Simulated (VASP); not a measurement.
# CdS (P6_3mc) in VASP: further runs

Runs on CdS. Level: LDA. Tasks: single point.

Program: VASP 6.6.1. These are calculated values, not measurements. Logs are shortened: lines on timing, memory, paths and dates and some standing lists are left out, and cuts for length are marked.

## Step 1: The cell of the first run

The structure is hexagonal, space group P6_3mc (No. 186). The conventional cell has a = 4.052 Å, b = 4.052 Å, c = 6.749 Å, α = 90.00°, β = 90.00°, γ = 120.00°. Within 3.3 Å of Cd (site symmetry 3m) lie 4 S at 2.46 to 2.60 Å. Within 3.3 Å of S (site symmetry 3m) lie 4 Cd at 2.46 to 2.60 Å.

## Step 2: Single point, LDA (equal xx and yy strain of -2 %)

INCAR reads:

```
PREC     = Accurate       # precision mode
ENCUT    = 520            # plane-wave cutoff, eV
EDIFF    = 1E-7           # SCF threshold, eV
ISMEAR   = -1             # smearing method
SIGMA    = 0.02           # smearing width, eV
LREAL    = F              # projectors in reciprocal space
LASPH    = T              # aspherical terms in the spheres
NELM     = 80             # most SCF steps
ALGO     = Normal         # electronic algorithm
ISIF     = 2              # what is computed and relaxed
LWAVE    = F              # write WAVECAR
LCHARG   = F              # write CHGCAR
GGA      = CA             # functional
NBANDS   = 26             # bands
```

KPOINTS reads:

```
regular mesh
0
Gamma
  8 8 4
```

POSCAR reads:

```
CdS
1.0
    4.0521032193      0.0000000000      0.0000000000
   -2.0260516097      3.5092243267      0.0000000000
    0.0000000000      0.0000000000      6.7490000000
Cd S
2 2
Direct
    0.3333333333      0.6666666667      0.0000000000
    0.6666666667      0.3333333333      0.5000000000
    0.3333333333      0.6666666667      0.3850000000
    0.6666666667      0.3333333333      0.8850000000
```

Potentials or basis: VASP PAW LDA potentials, release 64 (Cd, S).

Started as:

```bash
cat potpaw_LDA.64/Cd/POTCAR potpaw_LDA.64/S/POTCAR > POTCAR
mpirun -np 1 vasp_std > vasp.out
```

OUTCAR:

```text
PREC = Accurate
   ENCUT = 520
   EDIFF = 1E-7
   ISMEAR = -1
   LREAL = F
   LASPH = T
   NELM = 80
   ISIF = 2
   GGA = CA

 ion  position               nearest neighbor table
   1  0.333  0.667  0.000-   4 2.46   4 2.46   4 2.46   3 2.60
   2  0.667  0.333  0.500-   3 2.46   3 2.46   3 2.46   4 2.60
   3  0.333  0.667  0.385-   2 2.46   2 2.46   2 2.46   1 2.60
   4  0.667  0.333  0.885-   1 2.46   1 2.46   1 2.46   2 2.60

  LATTYP: Found a hexagonal cell.
 ALAT       =     4.0521032193
 C/A-ratio  =     1.6655548081

  Lattice vectors:

 A1 = (   4.0521032193,   0.0000000000,   0.0000000000)
 A2 = (  -2.0260516097,   3.5092243267,   0.0000000000)
 A3 = (   0.0000000000,   0.0000000000,   6.7490000000)

Analysis of symmetry for initial positions (statically):
=====================================================================
 Subroutine PRICEL returns:
 Original cell was already a primitive cell.

 Routine SETGRP: Setting up the symmetry group for a
 hexagonal supercell.

 Subroutine GETGRP returns: Found 12 space group operations
 (whereof  6 operations were pure point group operations)
 out of a pool of 24 trial point group operations.

The static configuration has the point symmetry C_3v.
 The point group associated with its full space group is C_6v.

Analysis of symmetry for dynamics (positions and initial velocities):
=====================================================================
 Subroutine PRICEL returns:
 Original cell was already a primitive cell.

 Routine SETGRP: Setting up the symmetry group for a
 hexagonal supercell.

 Subroutine GETGRP returns: Found 12 space group operations
 (whereof  6 operations were pure point group operations)
 out of a pool of 24 trial point group operations.

The dynamic configuration has the point symmetry C_3v.
 The point group associated with its full space group is C_6v.

 Subroutine INISYM returns: Found 12 space group operations
 (whereof  6 operations are pure point group operations),
 and found     1 'primitive' translations

----------------------------------------------------------------------------------------

                                     Primitive cell

  volume of cell :      95.9690

  direct lattice vectors                    reciprocal lattice vectors
     4.052103219  0.000000000  0.000000000     0.246785421  0.142481629  0.000000000
    -2.026051610  3.509224327  0.000000000     0.000000000  0.284963259  0.000000000
     0.000000000  0.000000000  6.749000000     0.000000000  0.000000000  0.148170099

  length of vectors
     4.052103219  4.052103219  6.749000000     0.284963259  0.284963259  0.148170099

  position of ions in fractional coordinates (direct lattice)
     0.333333333  0.666666667  0.000000000
     0.666666667  0.333333333  0.500000000
     0.333333333  0.666666667  0.385000000
     0.666666667  0.333333333  0.885000000

  ion indices of the primitive-cell ions
   primitive index   ion index
                 1           1
                 2           2
                 3           3
                 4           4

----------------------------------------------------------------------------------------

 KPOINTS: regular mesh

Automatic generation of k-mesh.
 Grid dimensions read from file:
 generate k-points for:    8    8    4

 Generating k-lattice:

  Cartesian coordinates                     Fractional coordinates (reciprocal lattice)
     0.030848178  0.017810204  0.000000000     0.125000000 -0.000000000  0.000000000
     0.000000000  0.035620407  0.000000000     0.000000000  0.125000000  0.000000000
     0.000000000  0.000000000  0.037042525     0.000000000  0.000000000  0.250000000

  Length of vectors
     0.035620407  0.035620407  0.037042525

  Shift w.r.t. Gamma in fractional coordinates (k-lattice)
     0.000000000  0.000000000  0.000000000

 Subroutine IBZKPT returns following result:
 ===========================================

 Found     30 irreducible k-points:

 Following reciprocal coordinates:
            Coordinates               Weight
  0.000000  0.000000  0.000000      1.000000
  0.125000 -0.000000  0.000000      6.000000
  0.250000 -0.000000  0.000000      6.000000
  0.375000  0.000000  0.000000      6.000000
  0.500000 -0.000000  0.000000      3.000000
  0.125000  0.125000  0.000000      6.000000
[... 16 lines left out ...]
  0.250000 -0.000000  0.500000      6.000000
  0.375000  0.000000  0.500000      6.000000
 [... further k-points ...]
   k-points           NKPTS =     30   k-points in BZ     NKDIM =     30   number of bands    NBANDS=     26
   number of dos      NEDOS =    301   number of ions     NIONS =      4
   total plane-waves  NPLWV =  45000
   dimension x,y,z NGX =    30 NGY =   30 NGZ =   50
   dimension x,y,z NGXF=    60 NGYF=   60 NGZF=  100
   ions per type =               2   2
   NGX,Y,Z   is equivalent  to a cutoff of  12.31, 12.31, 12.32 a.u.
   NGXF,Y,Z  is equivalent  to a cutoff of  24.62, 24.62, 24.63 a.u.
 SYSTEM =  unknown system
   PREC   = accura    normal or accurate (medium, high low for compatibility)
   ISTART =      0    job   : 0-new  1-cont  2-samecut
   ICHARG =      2    charge: 1-file 2-atom 10-const
   ISPIN  =      1    spin polarized calculation?
   LNONCOLLINEAR =      F non collinear calculations
   LSORBIT =      F    spin-orbit coupling
   LASPH  =      T    aspherical Exc in radial PAW
   ENCUT  =  520.0 eV  38.22 Ry    6.18 a.u.   7.53  7.53 12.55*2*pi/ulx,y,z
   NELM   =     80;   NELMIN=  2; NELMDL= -5     # of ELM steps
   EDIFF  = 0.1E-06   stopping-criterion for ELM
   LREAL  =      F    real-space projection
   EDIFFG = 0.1E-05   stopping-criterion for IOM
   NSW    =      0    number of steps for IOM
   IBRION =     -1    ionic relax: 0-MD 1-quasi-New 2-CG
   NFREE  =      0    steps in history (QN), initial steepest desc. (CG)
   ISIF   =      2    stress and relaxation
   ISYM   =      2    0-nonsym 1-usesym 2-fastsym
   POTIM  = 0.5000    time-step for ionic-motion
   TEBEG  =    0.0;   TEEND  =   0.0 temperature during run
   PSTRESS=    0.0 pullay stress
   NELECT =      36.0000    total number of electrons
   NUPDOWN=      -1.0000    fix difference up-down
   EMIN   =  10.00;   EMAX   =-10.00  energy-range for DOS
   EFERMI =   0.00;   METHOD = LEGACY
   ISMEAR =    -1;   SIGMA  =   0.02  broadening in eV -4-tet -1-fermi 0-gaus
   EFERMI_NEDOS =   21; number of points for ismear=-14 and -15
   IALGO  =     38    algorithm
   IMIX   =      4    mixing-type and parameters
     AMIX     =   0.40;   BMIX     =  1.00
     AMIX_MAG =   1.60;   BMIX_MAG =  1.00
  volume/ion in A,a.u.               =      23.99       161.91
  Fermi-wavevector in a.u.,A,eV,Ry     =   1.180679  2.231161 18.966573  1.394004
  Thomas-Fermi vector in A             =   2.316967
   LORBIT       =      0    0 simple, 1 ext, 2 COOP (PROOUT), +10 PAW based schemes
   GGA     = CA    functional components
   LHFCALC =     F    Hartree Fock is set to
   AEXX    =    0.0000 exact exchange contribution
   IVDW    =     0    specifies the selected vdW correction
   LEPSILON=     F    determine dielectric tensor
   LRPA    =     F    only Hartree local field effects (RPA)
 non-spin polarized calculation
  energy-cutoff  :      520.00
  volume of cell :       95.97
 maximum number of plane-waves:      2613
   NGX = 15   NGY = 15   NGZ = 25

 number of electron      36.0000013 magnetization

 Free energy of the ion-electron system (eV)
  ---------------------------------------------------
  ext. energy  EPLUGINS =         0.00000000
  ---------------------------------------------------
  free energy    TOTEN  =       -14.77129090 eV

  energy without entropy =      -14.77129090  energy(sigma->0) =      -14.77129090

 E-fermi :   1.8260     XC(G=0):  -9.7309

 val. band max:        1.4446271239   @ k =   0.0000   0.0000   0.0000
 cond. band min:       2.4830645722   @ k =   0.0000   0.0000   0.0000
 fundamental gap:      1.0384374483
 Fermi energy:         1.8260400558

 k-point     1 :       0.0000    0.0000    0.0000
  band No.  band energies     occupation
      1     -11.1648      2.00000
      2     -10.7207      2.00000
      3      -6.5128      2.00000
      4      -6.5128      2.00000
      5      -6.4429      2.00000
      6      -6.4429      2.00000
[... 18 lines left out ...]
     25       8.8691      0.00000
     26       8.8691      0.00000

 k-point     2 :       0.1250   -0.0000    0.0000
  band No.  band energies     occupation
      1     -11.1005      2.00000
      2     -10.6883      2.00000
      3      -6.4818      2.00000
      4      -6.4809      2.00000
      5      -6.4118      2.00000
      6      -6.4044      2.00000
[... 18 lines left out ...]
     25       8.7152      0.00000
     26       9.2403      0.00000

 k-point     3 :       0.2500   -0.0000    0.0000
  band No.  band energies     occupation
      1     -10.9392      2.00000
      2     -10.6153      2.00000
      3      -6.4133      2.00000
      4      -6.3982      2.00000
      5      -6.3094      2.00000
      6      -6.3016      2.00000
[... 18 lines left out ...]
     25       9.2381      0.00000
     26       9.7334      0.00000

 k-point     4 :       0.3750    0.0000    0.0000
  band No.  band energies     occupation
      1     -10.7637      2.00000
      2     -10.5563      2.00000
      3      -6.3596      2.00000
      4      -6.3582      2.00000
      5      -6.2147      2.00000
      6      -6.1582      2.00000
[... 18 lines left out ...]
     25       9.6162      0.00000
     26      10.6042      0.00000

 k-point     5 :       0.5000   -0.0000    0.0000
  band No.  band energies     occupation
      1     -10.6806      2.00000
      2     -10.5426      2.00000
      3      -6.3516      2.00000
      4      -6.3431      2.00000
      5      -6.1770      2.00000
      6      -6.1032      2.00000
[... 18 lines left out ...]
     25       9.5032      0.00000
     26      11.4914      0.00000

 k-point     6 :       0.1250    0.1250    0.0000
  band No.  band energies     occupation
      1     -10.9875      2.00000
      2     -10.6358      2.00000
      3      -6.4361      2.00000
      4      -6.4160      2.00000
      5      -6.3478      2.00000
      6      -6.3264      2.00000
[... 427 lines left out ...]
 k-point    21 :       0.0000    0.0000    0.5000
  band No.  band energies     occupation
      1     -10.9402      2.00000
      2     -10.9402      2.00000
      3      -6.4833      2.00000
      4      -6.4833      2.00000
      5      -6.4833      2.00000
      6      -6.4833      2.00000
[... 18 lines left out ...]
     25       8.1488      0.00000
     26       8.1488      0.00000

 k-point    22 :       0.1250   -0.0000    0.5000
  band No.  band energies     occupation
      1     -10.8904      2.00000
      2     -10.8904      2.00000
      3      -6.4505      2.00000
      4      -6.4505      2.00000
      5      -6.4478      2.00000
      6      -6.4478      2.00000
[... 18 lines left out ...]
     25       8.4830      0.00000
     26       8.4830      0.00000

 k-point    23 :       0.2500   -0.0000    0.5000
  band No.  band energies     occupation
      1     -10.7702      2.00000
      2     -10.7702      2.00000
      3      -6.3637      2.00000
      4      -6.3637      2.00000
      5      -6.3632      2.00000
      6      -6.3632      2.00000
[... 18 lines left out ...]
     25       9.2240      0.00000
     26       9.2240      0.00000

 k-point    24 :       0.3750    0.0000    0.5000
  band No.  band energies     occupation
      1     -10.6506      2.00000
      2     -10.6506      2.00000
      3      -6.3161      2.00000
      4      -6.3161      2.00000
      5      -6.2846      2.00000
      6      -6.2846      2.00000
[... 18 lines left out ...]
     25       9.7630      0.00000
     26       9.7630      0.00000

 [... further k-points ...]

------------------------ aborting loop because EDIFF is reached ----------------------------------------

  FORCE on cell =-STRESS in cart. coord.  units (eV):
  Direction    XX          YY          ZZ          XY          YZ          ZX
  --------------------------------------------------------------------------------------
  -------------------------------------------------------------------------------------
  Total        1.2074550      1.2074550     -1.5421577     -0.0000000      0.0000000      0.0000000
  in kB       20.1581410     20.1581410    -25.7459139     -0.0000000      0.0000000      0.0000000
  external PRESSURE =       4.8567894 kB  Pullay stress =       0.0000000 kB

 VOLUME and BASIS-vectors are now :
 -----------------------------------------------------------------------------
  energy-cutoff  :      520.00
  volume of cell :       95.97
      direct lattice vectors                 reciprocal lattice vectors
     4.052103219  0.000000000  0.000000000     0.246785421  0.142481629  0.000000000
    -2.026051610  3.509224327  0.000000000     0.000000000  0.284963259  0.000000000
     0.000000000  0.000000000  6.749000000     0.000000000  0.000000000  0.148170099

 POSITION                                       TOTAL-FORCE (eV/Angst)
 -----------------------------------------------------------------------------------
     -0.00000      2.33948      0.00000         0.000000     -0.000000      0.418367
      2.02605      1.16974      3.37450         0.000000      0.000000      0.418367
     -0.00000      2.33948      2.59836         0.000000      0.000000     -0.418367
      2.02605      1.16974      5.97286        -0.000000      0.000000     -0.418367
 -----------------------------------------------------------------------------------
    total drift:                               -0.000000     -0.000000      0.000022

  FREE ENERGIE OF THE ION-ELECTRON SYSTEM (eV)
  ---------------------------------------------------
  free  energy   TOTEN  =       -14.7712909001 eV

  energy  without entropy=      -14.7712909001  energy(sigma->0) =      -14.77129090
```

Wall time 1.9 min (1 thread of Intel Xeon 8259CL, shared host); peak memory 0.21 GiB.

Results:

```
Free energy            : -14.7713 eV
Pressure               : 0.5 GPa
Largest force          : 0.418 eV/Å
Band gap on the k mesh : 1.04 eV
```

Forces on the atoms (eV/Å):
```
Cd   0.000  0.000  0.418
Cd   0.000  0.000  0.418
S    0.000  0.000 -0.418
S    0.000  0.000 -0.418
```

Caveat: the cell differs from its parent crystal (equal xx and yy strain of -2 %).

(Continued in part 2 of 2.)
